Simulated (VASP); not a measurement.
# CaMg12 in VASP: notebook, part 2 of 2

VASP 6.6.1. The steps go on from the part before.

## (4) Single point, PBE

Contents of INCAR:

```
PREC = Accurate ; ENCUT = 520
EDIFF = 1E-7 ; ISMEAR = 0
SIGMA = 0.15 ; LREAL = F
LASPH = T ; NELM = 60
ALGO = Normal ; ISIF = 2
LWAVE = F ; LCHARG = F
GGA = PE ; NBANDS = 29
```

Contents of KPOINTS:

```
Automatic mesh
0
Gamma
  5 5 1
```

Contents of POSCAR:

```
CaMg12
1.0
    6.4200000000      0.0000000000      0.0000000000
    3.2100000000      5.5598830000      0.0000000000
    0.0000000000      0.0000000000     18.2130400000
Mg Ca
12 1
Direct
    0.0000000000      0.0000000000      0.0549057159
    0.5000000000      0.0000000000      0.0549057159
   -0.0000000450      0.5000000899      0.0549057159
    0.4999999550      0.5000000899      0.0549057159
   -0.1694701061      0.3335455081      0.2025368637
    0.3342079028      0.3344969669      0.1981582427
   -0.1639985855      0.8355582303      0.1971929453
    0.3333033933      0.8306467960      0.2023035693
    0.0056450184      0.0059351968      0.3529897260
    0.5135195771     -0.0011142321      0.3360881544
   -0.0007881223      0.5130656526      0.3369274432
    0.5019210594      0.5023846725      0.3623267176
    0.2345350324      1.2264333620      0.4865467270
```

Potentials or basis: VASP PAW PBE potentials, release 64 (Mg, Ca_sv).

On the command line:

```console
$ cat potpaw_PBE.64/Mg/POTCAR potpaw_PBE.64/Ca_sv/POTCAR > POTCAR
$ mpirun -np 1 vasp_std > vasp.out
```

OUTCAR:

```text
PREC = Accurate
   ENCUT = 520
   EDIFF = 1E-7
   ISMEAR = 0
   LREAL = F
   LASPH = T
   NELM = 60
   ISIF = 2
   GGA = PE

 ion  position               nearest neighbor table
   1  0.000  0.000  0.055-   7 3.17   4 3.21   3 3.21   2 3.21   2 3.21   3 3.21   4 3.21   8 3.26
                             5 3.27
   2  0.500  0.000  0.055-   7 3.19   6 3.20   3 3.21   4 3.21   1 3.21   1 3.21   4 3.21   3 3.21
                             8 3.27
   3  1.000  0.500  0.055-   7 3.19   6 3.20   2 3.21   1 3.21   4 3.21   4 3.21   1 3.21   2 3.21
                             5 3.27
   4  0.500  0.500  0.055-   6 3.19   1 3.21   2 3.21   3 3.21   3 3.21   2 3.21   1 3.21   8 3.25
                             5 3.26
   5  0.831  0.334  0.203-  11 3.12   7 3.18   6 3.18   8 3.19   8 3.23   6 3.24   7 3.24   4 3.26
                             1 3.27   3 3.27   9 3.29  12 3.44
   6  0.334  0.334  0.198-  10 3.13  11 3.14   8 3.18   5 3.18   4 3.19   3 3.20   2 3.20   7 3.21
                             7 3.21   5 3.24   8 3.24  12 3.52
   7  0.836  0.836  0.197-  10 3.10  11 3.11   1 3.17   8 3.18   5 3.18   3 3.19   2 3.19   6 3.21
                             6 3.21   5 3.24   8 3.24   9 3.41
   8  0.333  0.831  0.202-  10 3.11   7 3.18   6 3.18   5 3.19   5 3.23   6 3.24   7 3.24   4 3.25
                             1 3.26   2 3.27   9 3.29  12 3.44
   9  0.006  0.006  0.353-  10 3.20  11 3.20  12 3.21  12 3.22  11 3.25  10 3.25   5 3.29   8 3.29
                             7 3.41
  10  0.514  0.999  0.336-   7 3.10   8 3.11  11 3.12   6 3.13   9 3.20  13 3.20  12 3.23   9 3.25
                            12 3.26  11 3.30
  11  0.999  0.513  0.337-   7 3.11  10 3.12   5 3.12   6 3.14   9 3.20  13 3.21  12 3.23   9 3.25
                            12 3.26  10 3.30
  12  0.502  0.502  0.362-   9 3.21   9 3.22  11 3.23  10 3.23  11 3.26  10 3.26   5 3.44   8 3.44
                             6 3.52
  13  0.235  0.226  0.487-  10 3.20  11 3.21

  LATTYP: Found a hexagonal cell.
 ALAT       =     6.4199999201
 C/A-ratio  =     2.8369221537

  Lattice vectors:

[... 171 lines left out ...]
 non-spin polarized calculation
 Gauss-broadening in eV      SIGMA  =   0.15
  energy-cutoff  :      520.00
  volume of cell :      650.10
 maximum number of plane-waves:     17538
   NGX = 23   NGY = 23   NGZ = 67

 number of electron      34.0000000 magnetization

 Free energy of the ion-electron system (eV)
  ---------------------------------------------------
  ext. energy  EPLUGINS =         0.00000000
  ---------------------------------------------------
  free energy    TOTEN  =       -16.97168405 eV

  energy without entropy =      -16.88682462  energy(sigma->0) =      -16.92925434

 E-fermi :  -0.1674     XC(G=0):  -5.2054

 val. band max:       -0.1817313906   @ k =   0.0000   0.4000   0.0000
 cond. band min:      -0.1555421781   @ k =   0.4000   0.4000   0.0000
 fundamental gap:      0.0261892124
 Fermi energy:        -0.1674340407

 k-point     1 :       0.0000    0.0000    0.0000
  band No.  band energies     occupation
      1     -43.3676      2.00000
      2     -24.3638      2.00000
      3     -24.3344      2.00000
      4     -24.3336      2.00000
      5      -6.5787      2.00000
      6      -5.3804      2.00000
[... 405 lines left out ...]
     28       1.7466      0.00000
     29       1.9563      0.00000

------------------------ aborting loop because EDIFF is reached ----------------------------------------

  FORCE on cell =-STRESS in cart. coord.  units (eV):
  Direction    XX          YY          ZZ          XY          YZ          ZX
  --------------------------------------------------------------------------------------
  -------------------------------------------------------------------------------------
  Total       -5.7625493     -5.3104842     -0.1712223     -0.4124882     -0.0402523     -0.0676781
  in kB      -14.2017583    -13.0876473     -0.4219760     -1.0165739     -0.0992016     -0.1667923
  external PRESSURE =      -9.2371272 kB  Pullay stress =       0.0000000 kB

 VOLUME and BASIS-vectors are now :
 -----------------------------------------------------------------------------
  energy-cutoff  :      520.00
  volume of cell :      650.10
      direct lattice vectors                 reciprocal lattice vectors
     6.420000000  0.000000000  0.000000000     0.155763240 -0.089929950  0.000000000
     3.210000000  5.559883000  0.000000000     0.000000000  0.179859900  0.000000000
     0.000000000  0.000000000 18.213040000     0.000000000  0.000000000  0.054905716

 POSITION                                       TOTAL-FORCE (eV/Angst)
 -----------------------------------------------------------------------------------
      0.00000      0.00000      1.00000         0.054234      0.032778      0.016847
      3.21000      0.00000      1.00000        -0.043988      0.008234      0.005074
      8.02500      2.77994      1.00000        -0.016086     -0.043184      0.005692
      4.81500      2.77994      1.00000         0.016068      0.008252      0.013454
      6.40268      1.85447      3.68881        -0.001227     -0.004548     -0.013269
      3.21935      1.85976      3.60906         0.002974      0.002206     -0.000835
      8.04927      4.64561      3.59148         0.008161      0.003861     -0.002243
      4.80618      4.61830      3.68456        -0.004876      0.001042     -0.013798
      0.05529      0.03300      6.42902        -0.008140     -0.004948     -0.011615
      6.50322      5.55369      6.12119        -0.002197     -0.004858     -0.001119
      8.06188      2.85258      6.13647        -0.005430      0.001040     -0.002635
      4.83499      2.79320      6.59907         0.000659      0.000533     -0.008755
      2.23257      1.25894      8.86150        -0.000152     -0.000407      0.013203
 -----------------------------------------------------------------------------------
    total drift:                               -0.000261     -0.000071     -0.000601

  FREE ENERGIE OF THE ION-ELECTRON SYSTEM (eV)
  ---------------------------------------------------
  free  energy   TOTEN  =       -16.9716840537 eV

  energy  without entropy=      -16.8868246198  energy(sigma->0) =      -16.92925434
```

Run time: 11 min. Hardware: 1 thread of Intel Xeon Platinum 8259CL at 2.50GHz (Skylake/Cascade Lake), shared host; peak memory 0.74 GiB.

What came out:

| Item | Value |
| --- | --- |
| Free energy | -16.9717 eV |
| Largest force | 0.066 eV/Å |
| Band gap on the k mesh | zero (bands 17 and 18 overlap by 0.36 eV) |

Forces on the atoms (eV/Å):
```
Mg   0.054  0.033  0.017
Mg  -0.044  0.008  0.005
Mg  -0.016 -0.043  0.006
Mg   0.016  0.008  0.013
Mg  -0.001 -0.005 -0.013
Mg   0.003  0.002 -0.001
Mg   0.008  0.004 -0.002
Mg  -0.005  0.001 -0.014
Mg  -0.008 -0.005 -0.012
Mg  -0.002 -0.005 -0.001
Mg  -0.005  0.001 -0.003
Mg   0.001  0.001 -0.009
Ca   0.000  0.000  0.013
```

Caveat: there is no dipole correction, which matters where the two faces differ.

## (5) Overview

| cell | gap on the mesh (eV) | largest force (eV/Å) |
| --- | --- | --- |
| as given, atomic positions A | none | 0.05 |
| as given, atomic positions B | none | 0.05 |
| as given, atomic positions C | none | 0.07 |

Alike in all rows: task single point; level PBE; potentials or basis VASP PAW PBE potentials, release 64 (Mg, Ca_sv); no spin polarisation; k mesh 5 × 5 × 1; cutoff (eV) 520; smearing gaussian 0.15 eV.

Caveats: there is no dipole correction, which matters where the two faces differ.

Total energies depend on the potentials used, so only differences within one code and one set of settings carry meaning.

The gap in the log of VASP goes by the Fermi energy; the results here count the filled bands.